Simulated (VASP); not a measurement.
# MnF2 (Fm-3m) in VASP: notebook

The runs below take MnF2 through single point, with PBE, r2SCAN.

Everything below comes from runs of VASP 6.6.1. Logs are shortened: lines on timing, memory, paths and dates and some standing lists are left out, and cuts for length are marked.

## 1. The cell of the first run

The structure is cubic, space group Fm-3m (No. 225). The conventional cell has a = 5.236 Å, b = 5.236 Å, c = 5.236 Å, α = 90.00°, β = 90.00°, γ = 90.00°. Mn (site symmetry m-3m) has 8 F at 2.27 Å within 3.0 Å. F (site symmetry -43m) has 4 Mn at 2.27 Å and 6 F at 2.62 Å within 3.0 Å.

## 2. Single point, PBE, collinear spin, ferromagnetic start

Input file INCAR:

```
SYSTEM = MnF2
ALGO     = Normal         ! electronic algorithm
EDIFF    = 1E-6           ! SCF threshold, eV
ENCUT    = 520            ! plane-wave cutoff, eV
GGA      = PE             ! functional
ISIF     = 2              ! what is computed and relaxed
ISMEAR   = 0              ! smearing method
ISPIN    = 2              ! spin polarisation
LASPH    = .TRUE.         ! aspherical terms in the spheres
LCHARG   = .TRUE.         ! write CHGCAR
LELF     = .TRUE.         ! ELF
LMAXMIX  = 4              ! l up to which the mixer works
LORBIT   = 11             ! projections on sites
LREAL    = .FALSE.        ! projectors in reciprocal space
LVHAR    = .TRUE.       
LWAVE    = .FALSE.        ! write WAVECAR
MAGMOM   = 4.79 0 0       ! initial moments
NBANDS   = 24             ! bands
NELM     = 150            ! most SCF steps
PREC     = Accurate       ! precision mode
SIGMA    = 0.02           ! smearing width, eV
```

Input file KPOINTS:

```
k-points
0
G
  10 10 10
  0 0 0
```

Input file POSCAR:

```
MnF2
1.0
    0.0000000000      2.6179783000      2.6179783000
    2.6179783000      0.0000000000      2.6179783000
    2.6179783000      2.6179783000      0.0000000000
Mn F
1 2
Direct
    0.0000000000      0.0000000000      0.0000000000
    0.2500000000      0.2500000000      0.2500000000
    0.7500000000      0.7500000000      0.7500000000
```

Potentials or basis: VASP PAW PBE potentials, release 64 (Mn_pv, F).

Launch:

```sh
$ cat potpaw_PBE.64/Mn_pv/POTCAR potpaw_PBE.64/F/POTCAR > POTCAR
$ mpirun -np 1 vasp_std > vasp.out
```

OUTCAR:

```text
SYSTEM = MnF2
   EDIFF = 1E-6
   ENCUT = 520
   GGA = PE
   ISIF = 2
   ISMEAR = 0
   ISPIN = 2
   LASPH = .TRUE.
   LORBIT = 11
   LREAL = .FALSE.
   NELM = 150
   PREC = Accurate

 ion  position               nearest neighbor table
   1  0.000  0.000  0.000-   3 2.27   3 2.27   3 2.27   2 2.27   3 2.27   2 2.27   2 2.27   2 2.27

   2  0.250  0.250  0.250-   1 2.27   1 2.27   1 2.27   1 2.27
   3  0.750  0.750  0.750-   1 2.27   1 2.27   1 2.27   1 2.27

  LATTYP: Found a face centered cubic cell.
 ALAT       =     5.2359566000

  Lattice vectors:

 A1 = (   0.0000000000,   2.6179783000,   2.6179783000)
 A2 = (   2.6179783000,   0.0000000000,   2.6179783000)
 A3 = (   2.6179783000,   2.6179783000,   0.0000000000)

Analysis of symmetry for initial positions (statically):
=====================================================================
 Subroutine PRICEL returns:
 Original cell was already a primitive cell.

 Routine SETGRP: Setting up the symmetry group for a
 face centered cubic supercell.

 Subroutine GETGRP returns: Found 48 space group operations
 (whereof 48 operations were pure point group operations)
 out of a pool of 48 trial point group operations.

The static configuration has the point symmetry O_h .

Analysis of symmetry for dynamics (positions and initial velocities):
=====================================================================
 Subroutine PRICEL returns:
 Original cell was already a primitive cell.

 Routine SETGRP: Setting up the symmetry group for a
 face centered cubic supercell.

 Subroutine GETGRP returns: Found 48 space group operations
 (whereof 48 operations were pure point group operations)
 out of a pool of 48 trial point group operations.

The dynamic configuration has the point symmetry O_h .

Analysis of structural, dynamic, and magnetic symmetry:
=====================================================================
 Subroutine PRICEL returns:
 Original cell was already a primitive cell.

 Routine SETGRP: Setting up the symmetry group for a
 face centered cubic supercell.

 Subroutine GETGRP returns: Found 48 space group operations
 (whereof 48 operations were pure point group operations)
 out of a pool of 48 trial point group operations.

The overall configuration has the point symmetry O_h .

 Subroutine INISYM returns: Found 48 space group operations
 (whereof 48 operations are pure point group operations),
 and found     1 'primitive' translations

----------------------------------------------------------------------------------------

                                     Primitive cell

  volume of cell :      35.8863

  direct lattice vectors                    reciprocal lattice vectors
     0.000000000  2.617978300  2.617978300    -0.190987068  0.190987068  0.190987068
     2.617978300  0.000000000  2.617978300     0.190987068 -0.190987068  0.190987068
     2.617978300  2.617978300  0.000000000     0.190987068  0.190987068 -0.190987068

  length of vectors
     3.702380418  3.702380418  3.702380418     0.330799306  0.330799306  0.330799306

  position of ions in fractional coordinates (direct lattice)
     0.000000000  0.000000000  0.000000000
     0.250000000  0.250000000  0.250000000
     0.750000000  0.750000000  0.750000000

  ion indices of the primitive-cell ions
   primitive index   ion index
                 1           1
                 2           2
                 3           3

----------------------------------------------------------------------------------------

 KPOINTS: k-points

Automatic generation of k-mesh.
 Grid dimensions read from file:
 generate k-points for:   10   10   10

 Generating k-lattice:

  Cartesian coordinates                     Fractional coordinates (reciprocal lattice)
    -0.019098707  0.019098707  0.019098707     0.100000000  0.000000000  0.000000000
     0.019098707 -0.019098707  0.019098707     0.000000000  0.100000000  0.000000000
     0.019098707  0.019098707 -0.019098707     0.000000000  0.000000000  0.100000000

  Length of vectors
     0.033079931  0.033079931  0.033079931

  Shift w.r.t. Gamma in fractional coordinates (k-lattice)
     0.000000000  0.000000000  0.000000000

 Subroutine IBZKPT returns following result:
 ===========================================

 Found     47 irreducible k-points:

 Following reciprocal coordinates:
            Coordinates               Weight
  0.000000  0.000000  0.000000      1.000000
  0.100000  0.000000  0.000000      8.000000
  0.200000  0.000000  0.000000      8.000000
  0.300000  0.000000  0.000000      8.000000
  0.400000  0.000000  0.000000      8.000000
  0.500000  0.000000  0.000000      4.000000
[... 16 lines left out ...]
  0.300000  0.300000  0.000000      6.000000
  0.400000  0.300000  0.000000     24.000000
 [... further k-points ...]
   k-points           NKPTS =     47   k-points in BZ     NKDIM =     47   number of bands    NBANDS=     24
   number of dos      NEDOS =    301   number of ions     NIONS =      3
   total plane-waves  NPLWV =  21952
   dimension x,y,z NGX =    28 NGY =   28 NGZ =   28
   dimension x,y,z NGXF=    56 NGYF=   56 NGZF=   56
   ions per type =               1   2
   NGX,Y,Z   is equivalent  to a cutoff of  12.57, 12.57, 12.57 a.u.
   NGXF,Y,Z  is equivalent  to a cutoff of  25.15, 25.15, 25.15 a.u.
 SYSTEM =  MnF2
   PREC   = accura    normal or accurate (medium, high low for compatibility)
   ISTART =      0    job   : 0-new  1-cont  2-samecut
   ICHARG =      2    charge: 1-file 2-atom 10-const
   ISPIN  =      2    spin polarized calculation?
   LNONCOLLINEAR =      F non collinear calculations
   LSORBIT =      F    spin-orbit coupling
   LASPH  =      T    aspherical Exc in radial PAW
   ENCUT  =  520.0 eV  38.22 Ry    6.18 a.u.   6.88  6.88  6.88*2*pi/ulx,y,z
   NELM   =    150;   NELMIN=  2; NELMDL= -5     # of ELM steps
   EDIFF  = 0.1E-05   stopping-criterion for ELM
   LREAL  =      F    real-space projection
   EDIFFG = 0.1E-04   stopping-criterion for IOM
   NSW    =      0    number of steps for IOM
   IBRION =     -1    ionic relax: 0-MD 1-quasi-New 2-CG
   NFREE  =      0    steps in history (QN), initial steepest desc. (CG)
   ISIF   =      2    stress and relaxation
   ISYM   =      2    0-nonsym 1-usesym 2-fastsym
   POTIM  = 0.5000    time-step for ionic-motion
   TEBEG  =    0.0;   TEEND  =   0.0 temperature during run
   PSTRESS=    0.0 pullay stress
   NELECT =      27.0000    total number of electrons
   NUPDOWN=      -1.0000    fix difference up-down
   EMIN   =  10.00;   EMAX   =-10.00  energy-range for DOS
   EFERMI =   0.00;   METHOD = LEGACY
   ISMEAR =     0;   SIGMA  =   0.02  broadening in eV -4-tet -1-fermi 0-gaus
   EFERMI_NEDOS =   21; number of points for ismear=-14 and -15
   IALGO  =     38    algorithm
   IMIX   =      4    mixing-type and parameters
     AMIX     =   0.40;   BMIX     =  1.00
     AMIX_MAG =   1.60;   BMIX_MAG =  1.00
  volume/ion in A,a.u.               =      11.96        80.72
  Fermi-wavevector in a.u.,A,eV,Ry     =   1.488973  2.813750 30.164653  2.217039
  Thomas-Fermi vector in A             =   2.601940
   LORBIT       =     11    0 simple, 1 ext, 2 COOP (PROOUT), +10 PAW based schemes
   GGA     = PE    functional components
   LHFCALC =     F    Hartree Fock is set to
   AEXX    =    0.0000 exact exchange contribution
   IVDW    =     0    specifies the selected vdW correction
   LEPSILON=     F    determine dielectric tensor
   LRPA    =     F    only Hartree local field effects (RPA)
 spin polarized calculation
 Gauss-broadening in eV      SIGMA  =   0.02
  energy-cutoff  :      520.00
  volume of cell :       35.89
 maximum number of plane-waves:       982
   NGX = 13   NGY = 13   NGZ = 13

 number of electron      27.0000011 magnetization       4.9999797

 Free energy of the ion-electron system (eV)
  ---------------------------------------------------
  ext. energy  EPLUGINS =         0.00000000
  ---------------------------------------------------
  free energy    TOTEN  =       -19.49359516 eV

  energy without entropy =      -19.49359516  energy(sigma->0) =      -19.49359516

 E-fermi :   3.4716     XC(G=0): -10.3427

 val. band max:        3.2167441521   @ k =   0.0000   0.0000   0.0000
 cond. band min:       5.1626085859   @ k =   0.0000   0.0000   0.0000
 fundamental gap:      1.9458644338
 Fermi energy:         3.4716056289

 spin component 1

 k-point     1 :       0.0000    0.0000    0.0000
  band No.  band energies     occupation
      1     -46.1671      1.00000
      2     -46.1671      1.00000
      3     -46.1671      1.00000
      4     -20.4806      1.00000
      5     -19.1881      1.00000
      6      -2.8579      1.00000
[... 16 lines left out ...]
     23      21.0133      0.00000
     24      25.1049      0.00000
[... 598 lines left out ...]
      2     -46.1699      1.00000
      3     -46.1696      1.00000
      4     -20.0344      1.00000
      5     -19.5348      1.00000
      6      -3.2573      1.00000
[... 16 lines left out ...]
     23      22.0965      0.00000
     24      25.1532      0.00000

 [... further k-points ...]

 spin component 2

 k-point     1 :       0.0000    0.0000    0.0000
  band No.  band energies     occupation
      1     -41.1651      1.00000
      2     -41.1651      1.00000
      3     -41.1651      1.00000
      4     -20.3020      1.00000
      5     -19.0275      1.00000
      6      -2.2491      1.00000
[... 16 lines left out ...]
     23      22.0327      0.00000
     24      25.7304      0.00000
[... 598 lines left out ...]
      2     -41.1691      1.00000
      3     -41.1686      1.00000
      4     -19.8611      1.00000
      5     -19.3665      1.00000
      6      -2.8373      1.00000
[... 16 lines left out ...]
     23      22.6976      0.00000
     24      25.9009      0.00000

 [... further k-points ...]

------------------------ aborting loop because EDIFF is reached ----------------------------------------

  FORCE on cell =-STRESS in cart. coord.  units (eV):
  Direction    XX          YY          ZZ          XY          YZ          ZX
  --------------------------------------------------------------------------------------
  -------------------------------------------------------------------------------------
  Total       -0.0426644     -0.0426644     -0.0426644      0.0000000      0.0000000     -0.0000000
  in kB       -1.9047928     -1.9047928     -1.9047928      0.0000000      0.0000000     -0.0000000
  external PRESSURE =      -1.9047928 kB  Pullay stress =       0.0000000 kB

 VOLUME and BASIS-vectors are now :
 -----------------------------------------------------------------------------
  energy-cutoff  :      520.00
  volume of cell :       35.89
      direct lattice vectors                 reciprocal lattice vectors
     0.000000000  2.617978300  2.617978300    -0.190987068  0.190987068  0.190987068
     2.617978300  0.000000000  2.617978300     0.190987068 -0.190987068  0.190987068
     2.617978300  2.617978300  0.000000000     0.190987068  0.190987068 -0.190987068

 POSITION                                       TOTAL-FORCE (eV/Angst)
 -----------------------------------------------------------------------------------
      0.00000      0.00000      0.00000        -0.000000     -0.000000     -0.000000
      1.30899      1.30899      1.30899        -0.000000     -0.000000     -0.000000
      3.92697      3.92697      3.92697         0.000000      0.000000      0.000000
 -----------------------------------------------------------------------------------
    total drift:                                0.000000      0.000000      0.000000

  FREE ENERGIE OF THE ION-ELECTRON SYSTEM (eV)
  ---------------------------------------------------
  free  energy   TOTEN  =       -19.4935951641 eV

  energy  without entropy=      -19.4935951641  energy(sigma->0) =      -19.49359516

 total charge

# of ion       s       p       d       tot
------------------------------------------
    1        0.138   6.111   4.910  11.160
    2        1.737   4.357   0.000   6.095
    3        1.737   4.357   0.000   6.095
--------------------------------------------------
tot          3.613  14.826   4.910  23.349

 magnetization (x)

# of ion       s       p       d       tot
------------------------------------------
    1        0.020   0.018   4.573   4.612
    2        0.007   0.075   0.000   0.082
    3        0.007   0.075   0.000   0.082
--------------------------------------------------
tot          0.035   0.168   4.573   4.776
```

Run time: 2 min. Hardware: 1 thread of Oxide Virtual Turin-like, shared host; peak memory 0.17 GiB.

What came out:

| Quantity | Value |
| --- | --- |
| Free energy | -19.4936 eV |
| Pressure | -0.2 GPa |
| Band gap on the k mesh | 1.95 eV |
| Net moment | 5.00 μB per cell |
| Site moments | Mn +4.61; F +0.08 μB |
| Valence electrons inside the program's atomic spheres | Mn 11.16; F 6.09 |

Caveat: a cell with one magnetic atom can't hold antiferromagnetic order, which such compounds often take. A k mesh can miss the band edges.

(Continued in part 2 of 2.)
